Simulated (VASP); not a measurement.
A run of VASP 6.6.1 is set up as follows.

The input INCAR:

```
PREC     = Accurate       # precision mode
ENCUT    = 520            # plane-wave cutoff, eV
EDIFF    = 1E-6           # SCF threshold, eV
ISMEAR   = 0              # smearing method
SIGMA    = 0.01           # smearing width, eV
LREAL    = F              # projectors in reciprocal space
LASPH    = T              # aspherical terms in the spheres
NELM     = 60             # most SCF steps
ALGO     = Normal         # electronic algorithm
ISIF     = 2              # what is computed and relaxed
LWAVE    = F              # write WAVECAR
LCHARG   = F              # write CHGCAR
NBANDS   = 15             # bands
```

File KPOINTS:

```
Automatic mesh
0
Gamma
  6 6 6
```

POSCAR

```
RbBr
1.0
    0.0000000000      3.4610545825      3.4610545825
    3.4610545825      0.0000000000      3.4610545825
    3.4610545825      3.4610545825      0.0000000000
Rb Br
1 1
Direct
    0.0000000000      0.0000000000      0.0000000000
    0.5000000000      0.5000000000      0.5000000000
```

Potentials or basis: VASP PAW LDA potentials, release 64 (Rb_sv, Br).

Command:

```sh
$ cat potpaw_LDA.64/Rb_sv/POTCAR potpaw_LDA.64/Br/POTCAR > POTCAR
$ mpirun -np 1 vasp_std > vasp.out
```

(1) Estimate the band gap on the k mesh.

(2) Predict the pressure.

Results:

(1) 3.89 eV.

(2) -1.5 GPa.
